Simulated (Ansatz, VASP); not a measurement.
## One calculation of Zr3SiO, two programs

The input INCAR:

```
SYSTEM = Zr3SiO
PREC = Accurate ; ENCUT = 520
EDIFF = 1E-6 ; ISMEAR = 0
SIGMA = 0.1 ; LREAL = .False.
LASPH = .True. ; NELM = 100
ALGO = Normal ; ISIF = 2
LWAVE = .False. ; LCHARG = .False.
GGA = PE ; NBANDS = 31
```

Contents of KPOINTS:

```
regular mesh
0
Gamma
  4 4 4
  0 0 0
```

The input POSCAR:

```
Zr3SiO
1.0
    4.2763980100      0.0000000000      0.0000000000
    0.0000000000      4.2763980100      0.0000000000
    0.0000000000      0.0000000000      4.2763980100
Zr Si O
3 1 1
Direct
    0.5000000000      0.0000000000      0.5000000000
    0.0000000000      0.5000000000      0.5000000000
    0.5000000000      0.5000000000      0.0000000000
    0.0000000000      0.0000000000      0.0000000000
    0.5000000000      0.5000000000      0.5000000000
```

Input for Ansatz:

```yaml
crystal:
  lattice:
    - [4.27639801, 0.0, 0.0]
    - [0.0, 4.27639801, 0.0]
    - [0.0, 0.0, 4.27639801]
  atoms:
    - { symbol: Zr, position: [0.5, 0.0, 0.5] }
    - { symbol: Zr, position: [0.0, 0.5, 0.5] }
    - { symbol: Zr, position: [0.5, 0.5, 0.0] }
    - { symbol: Si, position: [0.0, 0.0, 0.0] }
    - { symbol: O, position: [0.5, 0.5, 0.5] }
basis:
  ecutwfc: 420
kpoints:
  mp_grid: { grid: [4, 4, 4] }
hamiltonian:
  xc: pbe
scf:
  occupations: { method: gaussian, width: 0.1 }
  lower_state_search: "off"
output:
  forces: true
  stress: true
  eigenvalues: true
```

Change from the starting cell: species swapped into the La3TlC type (Pm-3m, No. 221).

Alike in both runs: task single point; functional PBE; k mesh 4 × 4 × 4; occupations gaussian, width 0.1 eV; no spin polarisation.

```csv
,VASP,Ansatz
version,VASP 6.6.1,Ansatz 0.2.0
potentials or method,"VASP PAW PBE potentials, release 64 (Zr_sv, Si, O), cutoff 520 eV","scalar-relativistic, plane waves, PAW"
valence electrons in the cell,46,46
```

|  | VASP | Ansatz | Ansatz less VASP |
| --- | --- | --- | --- |
| gap on the k mesh at the Fermi level (eV) | none | none | - |
| pressure (GPa) | 14.8 | 14.6 | -0.21 |

A gap of «none» marks a metal or a gap that the smearing closes.

The k mesh is coarse, so the values compare programs but aren't converged.
